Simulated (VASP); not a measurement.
# GeSb2Te4 (R-3m) in VASP: single point with PBE

Aim: the single point of GeSb2Te4 with PBE.

Everything below comes from runs of VASP 6.6.1. Logs are shortened: lines on timing, memory, paths and dates and some standing lists are left out, and cuts for length are marked.

### 1 The cell of the first run

The structure is trigonal, space group R-3m (No. 166). Conventional cell: a = 4.326 Å, b = 4.326 Å, c = 39.466 Å, α = 90.00°, β = 90.00°, γ = 120.00°. Ge (site symmetry -3m) has 6 Te at 2.99 Å within 3.9 Å. Within 4.0 Å of Sb (site symmetry 3m) lie 3 Te at 3.04 Å and 3 Sb at 3.23 Å. Within 4.0 Å of Te (site symmetry 3m) lie 3 Sb at 3.04 Å and 3 Te at 3.31 Å. Te (site symmetry 3m) has 3 Ge at 2.99 Å and 3 Te at 3.31 Å within 3.9 Å.

### 2 Single point, PBE

INCAR reads:

```
SYSTEM = GeSb2Te4
ALGO = Normal
EDIFF = 1E-6
ENCUT = 520
GGA = PE
ISIF = 2
ISMEAR = 0
LASPH = .TRUE.
LCHARG = .TRUE.
LELF = .TRUE.
LREAL = .FALSE.
LVHAR = .TRUE.
LWAVE = .FALSE.
NBANDS = 33
NELM = 60
PREC = Accurate
SIGMA = 0.1
```

KPOINTS reads:

```
k-points
0
G
  12 12 12
  0 0 0
```

POSCAR reads:

```
GeSb2Te4
1.0
    2.1628739666      1.2487358668     13.1551721944
   -2.1628739666      1.2487358668     13.1551721944
    0.0000000000     -2.4974717336     13.1551721944
Ge Sb Te
1 2 4
Direct
    0.0000000000      0.0000000000      0.0000000000
    0.1407659511      0.1407659511      0.1407659511
    0.8592340489      0.8592340489      0.8592340489
    0.4300276434      0.4300276434      0.4300276434
    0.5699723566      0.5699723566      0.5699723566
    0.2918072945      0.2918072945      0.2918072945
    0.7081927055      0.7081927055      0.7081927055
```

Potentials or basis: VASP PAW PBE potentials, release 64 (Ge_d, Sb, Te).

Run with:

```bash
> cat potpaw_PBE.64/Ge_d/POTCAR potpaw_PBE.64/Sb/POTCAR potpaw_PBE.64/Te/POTCAR > POTCAR
> mpirun -np 1 vasp_std > vasp.out
```

OUTCAR:

```text
SYSTEM = GeSb2Te4
   EDIFF = 1E-6
   ENCUT = 520
   GGA = PE
   ISIF = 2
   ISMEAR = 0
   LASPH = .TRUE.
   LREAL = .FALSE.
   NELM = 60
   PREC = Accurate

 ion  position               nearest neighbor table
   1  0.000  0.000  0.000-   7 2.99   6 2.99   7 2.99   7 2.99   6 2.99   6 2.99
   2  0.141  0.141  0.141-   4 3.04   4 3.04   4 3.04   3 3.23   3 3.23   3 3.23
   3  0.859  0.859  0.859-   5 3.04   5 3.04   5 3.04   2 3.23   2 3.23   2 3.23
   4  0.430  0.430  0.430-   2 3.04   2 3.04   2 3.04   7 3.31   7 3.31   7 3.31
   5  0.570  0.570  0.570-   3 3.04   3 3.04   3 3.04   6 3.31   6 3.31   6 3.31
   6  0.292  0.292  0.292-   1 2.99   1 2.99   1 2.99   5 3.31   5 3.31   5 3.31
   7  0.708  0.708  0.708-   1 2.99   1 2.99   1 2.99   4 3.31   4 3.31   4 3.31

  LATTYP: Found a trigonal (rhomboedric) cell.
 ALAT       =    13.3901426626
 COS(alpha) =     0.9478178446

  Lattice vectors:

 A1 = (   2.1628739666,   1.2487358668,  13.1551721944)
 A2 = (  -2.1628739666,   1.2487358668,  13.1551721944)
 A3 = (   0.0000000000,  -2.4974717336,  13.1551721944)

Analysis of symmetry for initial positions (statically):
=====================================================================
 Subroutine PRICEL returns:
 Original cell was already a primitive cell.

 Routine SETGRP: Setting up the symmetry group for a
 trigonal (rhombohedral) supercell.

 Subroutine GETGRP returns: Found 12 space group operations
 (whereof 12 operations were pure point group operations)
 out of a pool of 12 trial point group operations.

The static configuration has the point symmetry D_3d.

Analysis of symmetry for dynamics (positions and initial velocities):
=====================================================================
 Subroutine PRICEL returns:
 Original cell was already a primitive cell.

 Routine SETGRP: Setting up the symmetry group for a
 trigonal (rhombohedral) supercell.

 Subroutine GETGRP returns: Found 12 space group operations
 (whereof 12 operations were pure point group operations)
 out of a pool of 12 trial point group operations.

The dynamic configuration has the point symmetry D_3d.

 Subroutine INISYM returns: Found 12 space group operations
 (whereof 12 operations are pure point group operations),
 and found     1 'primitive' translations

----------------------------------------------------------------------------------------

                                     Primitive cell

  volume of cell :     213.1815

  direct lattice vectors                    reciprocal lattice vectors
     2.162873967  1.248735867 13.155172194     0.231173895  0.133468311  0.025338576
    -2.162873967  1.248735867 13.155172194    -0.231173895  0.133468311  0.025338576
     0.000000000 -2.497471734 13.155172194     0.000000000 -0.266936621  0.025338576

  length of vectors
    13.390142663 13.390142663 13.390142663     0.268136539  0.268136539  0.268136539

  position of ions in fractional coordinates (direct lattice)
     0.000000000  0.000000000  0.000000000
     0.140765951  0.140765951  0.140765951
     0.859234049  0.859234049  0.859234049
     0.430027643  0.430027643  0.430027643
     0.569972357  0.569972357  0.569972357
     0.291807295  0.291807295  0.291807295
     0.708192705  0.708192705  0.708192705

  ion indices of the primitive-cell ions
   primitive index   ion index
                 1           1
                 2           2
                 3           3
                 4           4
                 5           5
                 6           6
                 7           7

----------------------------------------------------------------------------------------

 KPOINTS: k-points

Automatic generation of k-mesh.
 Grid dimensions read from file:
 generate k-points for:   12   12   12

 Generating k-lattice:

  Cartesian coordinates                     Fractional coordinates (reciprocal lattice)
     0.019264491  0.011122359  0.002111548     0.083333333  0.000000000  0.000000000
    -0.019264491  0.011122359  0.002111548     0.000000000  0.083333333  0.000000000
     0.000000000 -0.022244718  0.002111548     0.000000000  0.000000000  0.083333333

  Length of vectors
     0.022344712  0.022344712  0.022344712

  Shift w.r.t. Gamma in fractional coordinates (k-lattice)
     0.000000000  0.000000000  0.000000000

 Subroutine IBZKPT returns following result:
 ===========================================

 Found    189 irreducible k-points:

 Following reciprocal coordinates:
            Coordinates               Weight
  0.000000  0.000000  0.000000      1.000000
  0.083333  0.000000 -0.000000      6.000000
  0.166667  0.000000 -0.000000      6.000000
  0.250000  0.000000 -0.000000      6.000000
  0.333333  0.000000 -0.000000      6.000000
  0.416667  0.000000 -0.000000      6.000000
[... 16 lines left out ...]
  0.500000  0.166667  0.000000     12.000000
 -0.416667  0.166667  0.000000     12.000000
 [... further k-points ...]
   k-points           NKPTS =    189   k-points in BZ     NKDIM =    189   number of bands    NBANDS=     33
   number of dos      NEDOS =    301   number of ions     NIONS =      7
   total plane-waves  NPLWV = ******
   dimension x,y,z NGX =   100 NGY =  100 NGZ =  100
   dimension x,y,z NGXF=   200 NGYF=  200 NGZF=  200
   ions per type =               1   2   4
   NGX,Y,Z   is equivalent  to a cutoff of  12.42, 12.42, 12.42 a.u.
   NGXF,Y,Z  is equivalent  to a cutoff of  24.83, 24.83, 24.83 a.u.
 SYSTEM =  GeSb2Te4
   PREC   = accura    normal or accurate (medium, high low for compatibility)
   ISTART =      0    job   : 0-new  1-cont  2-samecut
   ICHARG =      2    charge: 1-file 2-atom 10-const
   ISPIN  =      1    spin polarized calculation?
   LNONCOLLINEAR =      F non collinear calculations
   LSORBIT =      F    spin-orbit coupling
   LASPH  =      T    aspherical Exc in radial PAW
   ENCUT  =  520.0 eV  38.22 Ry    6.18 a.u.  24.90 24.90 24.90*2*pi/ulx,y,z
   NELM   =     60;   NELMIN=  2; NELMDL= -5     # of ELM steps
   EDIFF  = 0.1E-05   stopping-criterion for ELM
   LREAL  =      F    real-space projection
   EDIFFG = 0.1E-04   stopping-criterion for IOM
   NSW    =      0    number of steps for IOM
   IBRION =     -1    ionic relax: 0-MD 1-quasi-New 2-CG
   NFREE  =      0    steps in history (QN), initial steepest desc. (CG)
   ISIF   =      2    stress and relaxation
   ISYM   =      2    0-nonsym 1-usesym 2-fastsym
   POTIM  = 0.5000    time-step for ionic-motion
   TEBEG  =    0.0;   TEEND  =   0.0 temperature during run
   PSTRESS=    0.0 pullay stress
   NELECT =      48.0000    total number of electrons
   NUPDOWN=      -1.0000    fix difference up-down
   EMIN   =  10.00;   EMAX   =-10.00  energy-range for DOS
   EFERMI =   0.00;   METHOD = LEGACY
   ISMEAR =     0;   SIGMA  =   0.10  broadening in eV -4-tet -1-fermi 0-gaus
   EFERMI_NEDOS =   21; number of points for ismear=-14 and -15
   IALGO  =     38    algorithm
   IMIX   =      4    mixing-type and parameters
     AMIX     =   0.40;   BMIX     =  1.00
     AMIX_MAG =   1.60;   BMIX_MAG =  1.00
  volume/ion in A,a.u.               =      30.45       205.52
  Fermi-wavevector in a.u.,A,eV,Ry     =   0.995953  1.882078 13.495915  0.991922
  Thomas-Fermi vector in A             =   2.128008
   LORBIT       =      0    0 simple, 1 ext, 2 COOP (PROOUT), +10 PAW based schemes
   GGA     = PE    functional components
   LHFCALC =     F    Hartree Fock is set to
   AEXX    =    0.0000 exact exchange contribution
   IVDW    =     0    specifies the selected vdW correction
   LEPSILON=     F    determine dielectric tensor
   LRPA    =     F    only Hartree local field effects (RPA)
 non-spin polarized calculation
 Gauss-broadening in eV      SIGMA  =   0.10
  energy-cutoff  :      520.00
  volume of cell :      213.18
 maximum number of plane-waves:      5774
   NGX = 49   NGY = 49   NGZ = 49

 number of electron      48.0000002 magnetization

 Free energy of the ion-electron system (eV)
  ---------------------------------------------------
  ext. energy  EPLUGINS =         0.00000000
  ---------------------------------------------------
  free energy    TOTEN  =       -25.33316218 eV

  energy without entropy =      -25.32497948  energy(sigma->0) =      -25.32907083

 E-fermi :   6.4422     XC(G=0):  -9.4837

 val. band max:        6.4328722144   @ k =  -0.4167  -0.4167   0.2500
 cond. band min:       6.4472171926   @ k =   0.5000   0.5000   0.1667
 fundamental gap:      0.0143449782
 Fermi energy:         6.4422066779

 k-point     1 :       0.0000    0.0000    0.0000
  band No.  band energies     occupation
      1     -18.1936      2.00000
      2     -18.1936      2.00000
      3     -18.1905      2.00000
      4     -18.1860      2.00000
      5     -18.1860      2.00000
      6      -6.7857      2.00000
[... 25 lines left out ...]
     32       9.0021      0.00000
     33       9.0021      0.00000

 k-point     2 :       0.0833    0.0000   -0.0000
  band No.  band energies     occupation
      1     -18.1938      2.00000
      2     -18.1936      2.00000
      3     -18.1904      2.00000
      4     -18.1860      2.00000
      5     -18.1859      2.00000
      6      -6.7264      2.00000
[... 25 lines left out ...]
     32       8.9926      0.00000
     33       8.9952      0.00000

 k-point     3 :       0.1667    0.0000   -0.0000
  band No.  band energies     occupation
      1     -18.1942      2.00000
      2     -18.1935      2.00000
      3     -18.1902      2.00000
      4     -18.1860      2.00000
      5     -18.1856      2.00000
      6      -6.5513      2.00000
[... 25 lines left out ...]
     32       9.0778      0.00000
     33       9.8358      0.00000

 k-point     4 :       0.2500    0.0000   -0.0000
  band No.  band energies     occupation
      1     -18.1948      2.00000
      2     -18.1934      2.00000
      3     -18.1899      2.00000
      4     -18.1860      2.00000
      5     -18.1851      2.00000
      6      -6.2710      2.00000
[... 25 lines left out ...]
     32       9.6818      0.00000
     33       9.9401      0.00000

 k-point     5 :       0.3333    0.0000   -0.0000
  band No.  band energies     occupation
      1     -18.1954      2.00000
      2     -18.1934      2.00000
      3     -18.1896      2.00000
      4     -18.1860      2.00000
      5     -18.1847      2.00000
      6      -5.9104      2.00000
[... 604 lines left out ...]
 k-point    22 :       0.4167    0.1667   -0.0000
  band No.  band energies     occupation
      1     -18.1953      2.00000
      2     -18.1937      2.00000
      3     -18.1895      2.00000
      4     -18.1859      2.00000
      5     -18.1847      2.00000
      6      -5.7519      2.00000
[... 25 lines left out ...]
     32      10.1758      0.00000
     33      10.6722      0.00000

 k-point    23 :       0.5000    0.1667    0.0000
  band No.  band energies     occupation
      1     -18.1955      2.00000
      2     -18.1938      2.00000
      3     -18.1893      2.00000
      4     -18.1858      2.00000
      5     -18.1845      2.00000
      6      -5.3983      2.00000
[... 25 lines left out ...]
     32      10.3396      0.00000
     33      10.5882      0.00000

 k-point    24 :      -0.4167    0.1667    0.0000
  band No.  band energies     occupation
      1     -18.1956      2.00000
      2     -18.1938      2.00000
      3     -18.1892      2.00000
      4     -18.1858      2.00000
      5     -18.1845      2.00000
      6      -5.2177      2.00000
[... 25 lines left out ...]
     32      10.3446      0.00000
     33      10.5805      0.00000

 [... further k-points ...]

------------------------ aborting loop because EDIFF is reached ----------------------------------------

  FORCE on cell =-STRESS in cart. coord.  units (eV):
  Direction    XX          YY          ZZ          XY          YZ          ZX
  --------------------------------------------------------------------------------------
  -------------------------------------------------------------------------------------
  Total        0.0439028      0.0439028      0.0151180      0.0000000      0.0000000      0.0000000
  in kB        0.3299540      0.3299540      0.1136200      0.0000000      0.0000000      0.0000000
  external PRESSURE =       0.2578427 kB  Pullay stress =       0.0000000 kB

 VOLUME and BASIS-vectors are now :
 -----------------------------------------------------------------------------
  energy-cutoff  :      520.00
  volume of cell :      213.18
      direct lattice vectors                 reciprocal lattice vectors
     2.162873967  1.248735867 13.155172194     0.231173895  0.133468311  0.025338576
    -2.162873967  1.248735867 13.155172194    -0.231173895  0.133468311  0.025338576
     0.000000000 -2.497471734 13.155172194     0.000000000 -0.266936621  0.025338576

 POSITION                                       TOTAL-FORCE (eV/Angst)
 -----------------------------------------------------------------------------------
      0.00000      0.00000      0.00000         0.000000      0.000000      0.000000
      0.00000      0.00000      5.55540         0.000000     -0.000000      0.024812
      0.00000      0.00000     33.91012         0.000000     -0.000000     -0.024812
      0.00000      0.00000     16.97126         0.000000     -0.000000     -0.020059
      0.00000      0.00000     22.49425         0.000000     -0.000000      0.020059
      0.00000      0.00000     11.51633         0.000000      0.000000     -0.011297
      0.00000      0.00000     27.94919         0.000000      0.000000      0.011297
 -----------------------------------------------------------------------------------
    total drift:                               -0.000000      0.000000     -0.000000

  FREE ENERGIE OF THE ION-ELECTRON SYSTEM (eV)
  ---------------------------------------------------
  free  energy   TOTEN  =       -25.3331621758 eV

  energy  without entropy=      -25.3249794819  energy(sigma->0) =      -25.32907083
```

Run time: 2 h. Hardware: 1 thread of Intel Xeon 6975P-C (Granite Rapids), shared host; peak memory 2.6 GiB.

Results:

```
Free energy            : -25.3332 eV
Pressure               : 0.0 GPa
Largest force          : 0.025 eV/Å
Band gap on the k mesh : zero (bands 24 and 25 overlap by 0.32 eV)
```

Forces on the atoms (eV/Å):
```
Ge   0.000  0.000  0.000
Sb   0.000  0.000  0.025
Sb   0.000  0.000 -0.025
Te   0.000  0.000 -0.020
Te   0.000  0.000  0.020
Te   0.000  0.000 -0.011
Te   0.000  0.000  0.011
```

Levels at points of the mesh, in eV from the Fermi level:
```
           k point  band 20  band 21  band 22  band 23  band 24  band 25  band 26  band 27  band 28  band 29
(0.00, 0.00, 0.00)    -1.29    -1.10    -1.10    -0.89    -0.09     0.07     0.07     0.67     1.20     1.20
(0.50, 0.00, 0.00)    -2.19    -1.57    -1.42    -1.37    -0.39     0.19     0.75     1.04     2.18     2.19
(0.50, 0.50, 0.00)    -2.66    -2.38    -1.99    -0.77    -0.14     0.04     0.15     1.65     2.05     2.98
(0.50, 0.50, 0.50)    -1.39    -1.04    -0.89    -0.89    -0.17    -0.17     0.23     0.26     1.60     1.60
```

Caveat: spin-orbit coupling is left out, which moves the levels of the heavy elements.
